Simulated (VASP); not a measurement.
Write the native input for VASP 6.6.1 that does the following.

| Property | Result |
| --- | --- |
| Task | single point |
| Functional | PBE |
| Potentials or basis | VASP PAW PBE potentials, release 64 (Ir) |
| Cutoff | 520 eV |
| k mesh | 18 × 18 × 18 |
| Occupations | gaussian, width 0.1 eV |
| Spin | no spin polarisation |
| Dipole correction | no |
| Further INCAR settings | ALGO = Normal; EDIFF = 1e-06; NBANDS = 10 |

The structure of Ir lies in POSCAR:

```
Ir
1.0
    0.0000000000      1.9353421168      1.9353421168
    1.9353421168      0.0000000000      1.9353421168
    1.9353421168      1.9353421168      0.0000000000
Ir
1
Direct
    0.0000000000      0.0000000000      0.0000000000
```

The input as run:

INCAR

```
SYSTEM = Ir
PREC = Accurate
ENCUT = 520
EDIFF = 1E-6
ISMEAR = 0
SIGMA = 0.1
LREAL = .False.
LASPH = .True.
NELM = 100
ALGO = Normal
ISIF = 2
LWAVE = .False.
LCHARG = .False.
GGA = PE
NBANDS = 10
```

KPOINTS

```
Automatic mesh
0
Gamma
  18 18 18
  0 0 0
```

Potentials or basis: VASP PAW PBE potentials, release 64 (Ir).

Command:

```sh
$ cat potpaw_PBE.64/Ir/POTCAR > POTCAR
$ mpirun -np 1 vasp_std > vasp.out
```

It gave:

The pressure is 0.5 GPa.

Run time: 8.2 s on 1 thread of Intel(R) Xeon(R) 6975P-C (Granite Rapids), on a shared host, peak memory 0.14 GiB.
